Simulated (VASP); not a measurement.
# HF in VASP: notebook, part 3 of 3

VASP 6.6.1. Earlier steps stand in the parts before.

### 5 Single point, LDA

Contents of INCAR:

```
SYSTEM = HF
PREC     = Accurate       ! precision mode
ENCUT    = 520            ! plane-wave cutoff, eV
EDIFF    = 1E-6           ! SCF threshold, eV
ISMEAR   = -1             ! smearing method
SIGMA    = 0.02           ! smearing width, eV
LREAL    = .FALSE.        ! projectors in reciprocal space
LASPH    = .TRUE.         ! aspherical terms in the spheres
NELM     = 120            ! most SCF steps
ALGO     = Normal         ! electronic algorithm
ISIF     = 2              ! what is computed and relaxed
LWAVE    = .FALSE.        ! write WAVECAR
LCHARG   = .TRUE.         ! write CHGCAR
LELF     = .TRUE.         ! ELF
LVHAR    = .TRUE.       
NBANDS   = 46             ! bands
GGA_COMPAT= .FALSE.
```

Contents of KPOINTS:

```
regular mesh
0
G
  1 1 1
  0 0 0
```

Contents of POSCAR:

```
HF
1.0
    7.0713790000      0.0000000000      0.0000000000
    0.0000000000      7.0713790000      0.0000000000
    0.0000000000      0.0000000000      7.0713790000
F H
8 8
Direct
    0.3109435939      0.6087497219      0.2597513158
    0.4183059627      0.1739547548      0.7083625415
    0.3150587743      0.4427142146      0.5589715952
    0.5284683511      0.0634529701      0.9831745689
    0.4696537974      0.5917091984      0.9302146017
    0.4208231520      0.8731818787      0.5928970856
    0.0174789104      0.2550421919      0.6391964000
    0.3379256012      0.9259580062      0.1999327147
    0.3104486409      0.7775993904      0.2388643007
    0.3864592748      0.3292709951      0.6028244279
    0.3286911930      0.5505008288      0.3880855488
    0.5022358440      0.1485848800      0.8758263417
    0.4846862260      0.6766431272      0.8244643654
    0.4171887831      1.0071020094      0.6514429505
    0.0927117610      0.3663783259      0.6282932933
    0.4212332559      0.9596996569      0.0815399655
```

Potentials or basis: VASP PAW LDA potentials, release 64 (F, H).

Started as:

```bash
$ cat potpaw_LDA.64/F/POTCAR potpaw_LDA.64/H/POTCAR > POTCAR
$ mpirun -np 1 vasp_gam > vasp.out
```

OUTCAR:

```text
SYSTEM = HF
   PREC = Accurate
   ENCUT = 520
   EDIFF = 1E-6
   ISMEAR = -1
   LREAL = .FALSE.
   LASPH = .TRUE.
   NELM = 120
   ISIF = 2

 ion  position               nearest neighbor table
   1  0.311  0.609  0.260-  11 1.00   9 1.20
   2  0.418  0.174  0.708-  14 1.25  12 1.34  10 1.35
   3  0.315  0.443  0.559-  10 1.00
   4  0.528  0.063  0.983-  12 0.99  16 1.26
   5  0.470  0.592  0.930-  13 0.96
   6  0.421  0.873  0.593-  14 1.03
   7  0.017  0.255  0.639-  15 0.95
   8  0.338  0.926  0.200-  16 1.05   9 1.10
   9  0.310  0.778  0.239-   8 1.10   1 1.20
  10  0.386  0.329  0.603-   3 1.00   2 1.35
  11  0.329  0.551  0.388-   1 1.00
  12  0.502  0.149  0.876-   4 0.99   2 1.34
  13  0.485  0.677  0.824-   5 0.96
  14  0.417  0.007  0.651-   6 1.03   2 1.25
  15  0.093  0.366  0.628-   7 0.95
  16  0.421  0.960  0.082-   8 1.05   4 1.26

  LATTYP: Found a simple cubic cell.
 ALAT       =     7.0713790000

  Lattice vectors:

 A1 = (   7.0713790000,   0.0000000000,   0.0000000000)
[... 185 lines left out ...]
 fundamental gap:      6.5605525019
 Fermi energy:        -6.4813274273

 k-point     1 :       0.0000    0.0000    0.0000
  band No.  band energies     occupation
      1     -30.6237      2.00000
      2     -29.8742      2.00000
      3     -29.5045      2.00000
      4     -29.0660      2.00000
      5     -27.8149      2.00000
      6     -27.7733      2.00000
[... 36 lines left out ...]
     43       5.1095      0.00000
     44       5.3519      0.00000
 [bands above 44 left out]

------------------------ aborting loop because EDIFF is reached ----------------------------------------

  FORCE on cell =-STRESS in cart. coord.  units (eV):
  Direction    XX          YY          ZZ          XY          YZ          ZX
  --------------------------------------------------------------------------------------
  -------------------------------------------------------------------------------------
  Total        0.1383860     -0.2940046     -0.1394244     -0.8091628      0.0002445      0.3095168
  in kB        0.6270330     -1.3321475     -0.6317380     -3.6663518      0.0011081      1.4024341
  external PRESSURE =      -0.4456175 kB  Pullay stress =       0.0000000 kB

 VOLUME and BASIS-vectors are now :
 -----------------------------------------------------------------------------
  energy-cutoff  :      520.00
  volume of cell :      353.60
      direct lattice vectors                 reciprocal lattice vectors
     7.071379000  0.000000000  0.000000000     0.141415133  0.000000000  0.000000000
     0.000000000  7.071379000  0.000000000     0.000000000  0.141415133  0.000000000
     0.000000000  0.000000000  7.071379000     0.000000000  0.000000000  0.141415133

 POSITION                                       TOTAL-FORCE (eV/Angst)
 -----------------------------------------------------------------------------------
      2.19880      4.30470      1.83680        -0.180365      0.060563      0.077316
      2.95800      1.23010      5.00910         0.374216      1.303734      0.029408
      2.22790      3.13060      3.95270        -0.414175      1.522769     -0.946114
      3.73700      0.44870      6.95240         0.950255     -1.060605      1.657659
      3.32110      4.18420      6.57790         0.110689      0.622492     -0.624034
      2.97580      6.17460      4.19260         0.073235     -0.485954      0.426785
[... 8 lines left out ...]
      0.65560      2.59080      4.44290         0.114882     -0.241449     -0.055237
      2.97870      6.78640      0.57660         0.235452      0.696173     -0.134720
 -----------------------------------------------------------------------------------
    total drift:                                0.000273     -0.002581      0.001789

  FREE ENERGIE OF THE ION-ELECTRON SYSTEM (eV)
  ---------------------------------------------------
  free  energy   TOTEN  =       -69.8778532994 eV

  energy  without entropy=      -69.8778532994  energy(sigma->0) =      -69.87785330
```

OSZICAR:

```text
N       E                     dE             d eps       ncg     rms          rms(c)
DAV:   1     0.602370275097E+03    0.60237E+03   -0.33545E+04   100   0.121E+03
DAV:   2    -0.138744268391E+02   -0.61624E+03   -0.58521E+03   122   0.320E+02
DAV:   3    -0.736194387008E+02   -0.59745E+02   -0.59503E+02   114   0.107E+02
[... 11 lines left out ...]
DAV:  15    -0.698778177663E+02   -0.39404E-04   -0.11260E-05   104   0.292E-02    0.410E-03
DAV:  16    -0.698778466653E+02   -0.28899E-04   -0.87386E-06   104   0.190E-02    0.579E-03
DAV:  17    -0.698778509514E+02   -0.42861E-05   -0.26432E-06   104   0.133E-02    0.126E-03
DAV:  18    -0.698778529226E+02   -0.19711E-05   -0.61834E-07    72   0.451E-03    0.684E-04
DAV:  19    -0.698778532994E+02   -0.37683E-06   -0.87502E-08    80   0.165E-03
   1 F= -.69877853E+02 E0= -.69877853E+02  d E =-.112447E-11
```

stdout:

```text
POSCAR found type information on POSCAR F H
 POSCAR found :  2 types and      16 ions
 scaLAPACK will be used
 LDA part: xc-table for (Slater(with rela. corr.)+CA(PZ))
 , standard interpolation
 POSCAR, INCAR and KPOINTS ok, starting setup
 FFT: planning ... GRIDC
 FFT: planning ... GRID_SOFT
 FFT: planning ... GRID
 WAVECAR not read
 entering main loop
```

Run time: 55 s. Hardware: 1 thread of Intel Xeon 8259CL, shared host; peak memory 0.28 GiB.

Results:

```
Free energy            : -69.8779 eV
Pressure               : 0.0 GPa
Largest force          : 2.185 eV/Å
Band gap on the k mesh : 6.56 eV
```

Forces in eV/Å, atoms in the order of the input:
```
F   -0.180  0.061  0.077
F    0.374  1.304  0.029
F   -0.414  1.523 -0.946
F    0.950 -1.061  1.658
F    0.111  0.622 -0.624
F    0.073 -0.486  0.427
F   -0.166  0.153  0.051
F   -0.578 -0.286  0.315
H    0.561 -0.145 -0.085
H    0.253 -1.231  0.829
H   -0.101 -0.235  0.498
H   -0.942  0.346 -1.425
H   -0.218 -0.266  0.138
H   -0.074 -0.754 -0.753
H    0.115 -0.241 -0.055
H    0.235  0.696 -0.135
```

Levels at points of the mesh, in eV from the valence-band top:
```
           k point  band 30  band 31  band 32  band 33  band 34  band 35
(0.00, 0.00, 0.00)    -0.30    -0.20     0.00     6.56     9.19     9.50
```

Caveat: the k points lie up to 0.89 Å⁻¹ apart.

### 6 Single point, LDA

Contents of INCAR:

```
PREC = Accurate
ENCUT = 520
EDIFF = 1E-6
ISMEAR = -1
SIGMA = 0.02
LREAL = False
LASPH = True
NELM = 120
ALGO = Normal
ISIF = 2
LWAVE = False
LCHARG = False
NBANDS = 46
GGA_COMPAT = False
```

Contents of KPOINTS:

```
Automatic mesh
0
Gamma
  1 1 1
```

Contents of POSCAR:

```
HF
1.0
    7.0713790000      0.0000000000      0.0000000000
    0.0000000000      7.0713790000      0.0000000000
    0.0000000000      0.0000000000      7.0713790000
F H
8 8
Direct
    0.3027415162      0.5990627853      0.2615897126
    0.4198756706      0.1817467286      0.7208777807
    0.3260891546      0.4379061001      0.5586887649
    0.5360057777      0.0609074977      0.9922109959
    0.4673628722      0.6021032107      0.9318833003
    0.4206251708      0.8805920316      0.5919637457
    0.0152728343      0.2586341363      0.6437075428
    0.3426205836      0.9248973927      0.2036660742
    0.3093456029      0.7780943434      0.2278197789
    0.3480650662      0.3149456421      0.6538894323
    0.3398771300      0.5552948018      0.3852431046
    0.4792841679      0.1293948465      0.8694909437
    0.4382737794      0.6265538872      0.8042278599
    0.4030614114      1.0091949533      0.5977759076
    0.0885400146      0.3695036004      0.6201477816
    0.4337343537      0.9865402491      0.0849622118
```

Potentials or basis: VASP PAW LDA potentials, release 64 (F, H).

Started as:

```bash
$ cat potpaw_LDA.64/F/POTCAR potpaw_LDA.64/H/POTCAR > POTCAR
$ mpirun -np 1 vasp_gam > vasp.out
```

Wall time 48 s (1 thread of Intel Xeon 8259CL, shared host); peak memory 0.27 GiB.

The run converged. Its results:

* Free energy: -69.9614 eV
* Pressure: 0.4 GPa
* Largest force: 3.344 eV/Å
* Band gap on the k mesh: 7.15 eV

Forces on the atoms (eV/Å):
```
F   -0.358  0.939 -1.130
F   -0.242  0.314  0.120
F   -0.548  0.422  0.372
F    0.365  0.017  0.195
F   -0.021 -0.033  0.212
F    0.239 -3.296 -0.508
F    0.032  0.140  0.065
F   -0.824 -0.655  0.479
H    0.677  0.129 -0.073
H    0.761  0.412 -0.547
H    0.044 -0.740  1.345
H   -0.124  0.054 -0.262
H   -0.048  0.220 -0.510
H   -0.222  2.269  0.427
H    0.041 -0.067 -0.201
H    0.228 -0.124  0.015
```

Stress tensor (GPa, compression positive):
```
-0.11 -0.49  0.13
-0.49  0.71 -0.03
 0.13 -0.03  0.57
```

Levels at points of the mesh, in eV from the valence-band top:
| k point | band 29 | band 30 | band 31 | band 32 | band 33 | band 34 | band 35 | band 36 |
| --- | --- | --- | --- | --- | --- | --- | --- | --- |
| (0.00, 0.00, 0.00) | -0.28 | -0.21 | -0.05 | 0.00 | 7.15 | 9.90 | 10.15 | 10.49 |

Caveat: the k points lie up to 0.89 Å⁻¹ apart.
